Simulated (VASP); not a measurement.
# AlN (P1) in VASP: notebook, part 2 of 2

VASP 6.6.1. The steps go on from the part before.

## 3. Single point, PBE

INCAR

```
SYSTEM = AlN
  ALGO = Normal
  EDIFF = 1E-6
  ENCUT = 520
  GGA = PE
  ISIF = 2
  ISMEAR = 0
  KPAR = 2
  LASPH = .True.
  LCHARG = .True.
  LREAL = Auto
  LVHAR = .True.
  LWAVE = .False.
  NBANDS = 166
  NCORE = 2
  NELM = 60
  PREC = Accurate
  SIGMA = 0.02
```

KPOINTS

```
Automatic mesh
0
Gamma
  2 2 2
  0.5 0.5 0.5
```

POSCAR

```
AlN
1.0
   -1.5651018309     -8.1325076706      5.0180193525
    1.5651018309      8.1325076706      5.0180193525
   -7.8255091547      2.7108358902     -5.0180193525
Al N
32 32
Direct
    0.8318709422      0.3744301599      0.7082305285
    0.5817811591      0.2493387819      0.3331488996
    0.5819523612      0.4994591621      0.5832386652
    0.8318851925      0.6244718216      0.9582912541
    0.3318115032      0.3743463631      0.2081968065
    0.8318441186      0.8744946656      0.2083712519
    0.3319240318      0.6244326252      0.4582520903
    0.8319103587      0.1244798797      0.4582242539
    0.3318815825      0.8744189311      0.7082170889
    0.0819440659      0.2494465683      0.8332993270
    0.5819829394      0.7494828170      0.8332484623
    0.0819082797      0.4994254088      0.0832963801
    0.5817153140      0.9993644969      0.0830618405
    0.0819072011      0.7494391922      0.3331794358
    0.0820337410      0.9995370262      0.5832951498
    0.3319082734      0.1244136204      0.9582625922
    0.1651481204      0.7493472915      0.9166018432
    0.9153106824      0.6243716903      0.5415457748
    0.9151583177      0.8742734810      0.7913492676
    0.1649772846      0.9993098746      0.1663940281
    0.6651918779      0.7494765098      0.4165002022
    0.1652952265      0.2494662405      0.4165360732
    0.6652298376      0.9994414262      0.6665590499
    0.1653768475      0.4994944776      0.6666727338
    0.6652626774      0.2494703187      0.9165376136
    0.4152831932      0.6244511773      0.0416046946
    0.9151414514      0.1243997271      0.0415593705
    0.4152257209      0.8744654727      0.2915582928
    0.9152556919      0.3743760511      0.2916035734
    0.4152421779      0.1244630173      0.5414959917
    0.4153527433      0.3744227124      0.7916114467
    0.6653156683      0.4993993535      0.1666152043
    0.0227976612      0.5652466998      0.7082700917
    0.7727147593      0.4401849615      0.3332971895
    0.7727753798      0.6902669567      0.5832734070
    0.0226912262      0.8152837747      0.9582785577
    0.5227089695      0.5652501997      0.2082695879
    0.0226434426      0.0652536989      0.2082473151
    0.5227025978      0.8152428163      0.4582435878
    0.0227414258      0.3151954307      0.4582595450
    0.5226433763      0.0652227142      0.7082006603
    0.2726715222      0.4401198927      0.8332098338
    0.7727192129      0.9402009417      0.8332047746
    0.2726102717      0.6901577932      0.0832425272
    0.7726301195      0.1901867561      0.0831849814
    0.2726478166      0.9402181390      0.3332384043
    0.2727038883      0.1902041810      0.5832661213
    0.5226984892      0.3151867411      0.9583445059
    0.8560461088      0.4402492819      0.9165717639
    0.6060357123      0.3152675514      0.5415991929
    0.6060134565      0.5651874314      0.7915969825
    0.8559981998      0.6902462534      0.1666041538
    0.3560949003      0.4402571010      0.4166513485
    0.8560537488      0.9402591685      0.4164919974
    0.3560089884      0.6902145963      0.6665357003
    0.8559948711      0.1902074643      0.6665593840
    0.3560923173      0.9402117181      0.9166594236
    0.1059861522      0.3151647197      0.0415713591
    0.6059769557      0.8151781240      0.0415040351
    0.1059815968      0.5651376135      0.2915272909
    0.6059722345      0.0651710461      0.2915436860
    0.1060076296      0.8151949809      0.5415509284
    0.1060540474      0.0651943073      0.7915642669
    0.3560545221      0.1902063081      0.1666716574
```

Potentials or basis: VASP PAW PBE potentials, release 64 (Al, N).

The run is started by

```bash
$ cat potpaw_PBE.64/Al/POTCAR potpaw_PBE.64/N/POTCAR > POTCAR
$ mpirun -np 4 vasp_std > vasp.out
```

Run time: 6.7 min. Hardware: 4 MPI ranks of Oxide Virtual Turin-like, shared host; peak memory 0.55 GiB.

The run converged. Its results:

| Quantity | Value |
| --- | --- |
| Free energy | -476.4973 eV |
| Pressure | -0.3 GPa |
| Largest force | 0.035 eV/Å |
| Band gap on the k mesh | 4.77 eV |

Forces on the atoms (eV/Å):
```
Al  -0.001 -0.007  0.010
Al  -0.019 -0.002  0.010
Al  -0.004  0.003  0.004
Al   0.002 -0.005  0.005
Al  -0.011  0.001  0.014
Al   0.022 -0.018  0.015
Al   0.004  0.001  0.004
Al  -0.002 -0.003  0.001
Al  -0.002  0.002  0.003
Al   0.012 -0.003 -0.001
Al   0.005  0.000 -0.003
Al   0.009 -0.006  0.003
Al  -0.030 -0.013  0.009
Al  -0.009  0.001 -0.004
Al   0.011 -0.003 -0.009
Al  -0.004  0.000 -0.002
Al   0.001 -0.002  0.015
Al  -0.002  0.014  0.003
Al  -0.026  0.021  0.010
Al  -0.030 -0.001  0.015
Al  -0.014 -0.011  0.004
Al  -0.011  0.002 -0.007
Al  -0.002  0.000  0.002
Al   0.012 -0.005 -0.004
Al  -0.002  0.000 -0.004
Al   0.010 -0.001 -0.003
Al   0.003 -0.009  0.006
Al   0.000 -0.002 -0.003
Al   0.005  0.002  0.002
Al  -0.007  0.001 -0.005
Al   0.003  0.010 -0.007
Al  -0.001  0.015  0.000
N    0.001  0.006 -0.014
N    0.007 -0.004 -0.005
N    0.023 -0.009 -0.009
N    0.018 -0.011 -0.012
N    0.003 -0.009 -0.009
N    0.003 -0.004 -0.007
N    0.004  0.002 -0.006
N   -0.002  0.008  0.001
N   -0.002 -0.002 -0.001
N   -0.012  0.004  0.005
N    0.001  0.000 -0.003
N   -0.004 -0.005  0.004
N   -0.002  0.004 -0.004
N    0.013 -0.001  0.003
N    0.004  0.000  0.009
N    0.009 -0.005  0.007
N   -0.002  0.005 -0.003
N    0.007 -0.007 -0.001
N    0.003 -0.001  0.006
N    0.000 -0.001  0.000
N    0.011 -0.001  0.000
N   -0.025  0.012 -0.016
N   -0.009 -0.002  0.001
N   -0.004 -0.001  0.000
N    0.026  0.013 -0.015
N   -0.001  0.004 -0.003
N   -0.006  0.007 -0.001
N   -0.009  0.008 -0.001
N    0.005 -0.001  0.004
N    0.001  0.000  0.001
N   -0.002  0.004 -0.005
N    0.022  0.006 -0.008
```

Levels at points of the mesh, in eV from the valence-band top:
```csv
k point,band 124,band 125,band 126,band 127,band 128,band 129,band 130,band 131,band 132,band 133
"(0.25, 0.25, 0.25)",-0.47,-0.39,-0.39,-0.39,-0.39,5.71,5.71,5.71,5.71,5.75
```

Caveat: a shifted mesh leaves out Γ, where band edges can lie.
